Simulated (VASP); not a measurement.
Wanted: the native input for a VASP 6.6.1 run.

| Property | Result |
| --- | --- |
| Task | single point |
| Functional | PBE |
| Potentials or basis | VASP PAW PBE potentials, release 64 (Cd) |
| Cutoff | 520 eV |
| k mesh | 15 × 15 × 8 |
| Occupations | fermi-dirac, width 0.08 eV |
| Spin | no spin polarisation |
| Dipole correction | no |
| Further INCAR settings | ALGO = Normal; EDIFF = 1e-06; NBANDS = 19 |

The structure of Cd lies in POSCAR:

```
Cd
1.0
    2.7522924216      0.0000000000      0.0000000000
   -1.3761462108      2.3835551558      0.0000000000
    0.0000000000      0.0000000000      4.4883765905
Cd
2
Direct
    0.3333333333      0.6666666667      0.2500000000
    0.6666666667      0.3333333333      0.7500000000
```

This cell differs from its parent crystal: volume scaled by 0.65.

The input as run:

INCAR

```
SYSTEM = Cd
PREC = Accurate ; ENCUT = 520
EDIFF = 1E-6 ; ISMEAR = -1
SIGMA = 0.08 ; LREAL = .False.
LASPH = .True. ; NELM = 60
ALGO = Normal ; ISIF = 2
LWAVE = .False. ; LCHARG = .False.
GGA = PE ; NBANDS = 19
```

KPOINTS

```
Automatic mesh
0
Gamma
  15 15 8
  0 0 0
```

Potentials or basis: VASP PAW PBE potentials, release 64 (Cd).

The run is started by

```console
$ cat potpaw_PBE.64/Cd/POTCAR > POTCAR
$ mpirun -np 1 vasp_std > vasp.out
```

It gave:

```yaml
Pressure: 65.5 GPa
Band_gap_on_the_k_mesh: zero (band 12 reaches 8.35 eV, above the bottom of band 13 at 5.83 eV)
```

It took 44 s on 1 thread of Intel(R) Xeon(R) 6975P-C (Granite Rapids), with other jobs on the host, peak memory 0.18 GiB.
